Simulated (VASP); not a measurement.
Wanted: the native input for a VASP 6.6.1 run.

- Task: single point
- Functional: PBEsol
- Potentials or basis: VASP PAW PBE potentials, release 64 (Cu)
- Cutoff: 520 eV
- k mesh: 30 × 30 × 14
- Occupations: gaussian, width 0.15 eV
- Spin: no spin polarisation
- Dipole correction: no
- Further INCAR settings: ALGO = Fast; EDIFF = 1e-06; NBANDS = 18

The structure of Cu lies in POSCAR:

```
Cu
1.0
    2.5205910259      0.0000000000      0.0000000000
   -1.2602955130      2.1828958610      0.0000000000
    0.0000000000      0.0000000000      4.1165232698
Cu
2
Direct
    0.3333333333      0.6666666667      0.2609315549
    0.6666666667      0.3333333333      0.7390684451
```

This cell differs from its parent crystal: atoms displaced along a vibrational mode.

These files were run (other wordings do the same):

INCAR

```
SYSTEM = Cu
ALGO = Fast
EDIFF = 1E-6
ENCUT = 520
GGA = PS
ISIF = 2
ISMEAR = 0
LASPH = .True.
LCHARG = .False.
LREAL = .False.
LWAVE = .False.
NBANDS = 18
NELM = 80
PREC = Accurate
SIGMA = 0.15
```

KPOINTS

```
k-points
0
Gamma
  30 30 14
  0 0 0
```

Potentials or basis: VASP PAW PBE potentials, release 64 (Cu).

Run with:

```sh
$ cat potpaw_PBE.64/Cu/POTCAR > POTCAR
$ mpirun -np 1 vasp_std > vasp.out
```

Results of the run:

```json
{
 "Pressure": "2.0 GPa",
 "Largest force": "0.743 eV/Å",
 "Band gap on the k mesh": "zero (bands 11 and 12 overlap by 6.06 eV)"
}
```

Caveat: the cell differs from its parent crystal (atoms displaced along a vibrational mode); the PAW data sets were made with another functional, which shifts forces and pressure a little.

Wall time 7.2 min on 1 thread of Intel(R) Xeon(R) Platinum 8259CL CPU @ 2.50GHz (Skylake/Cascade Lake) (shared host), peak memory 0.47 GiB.
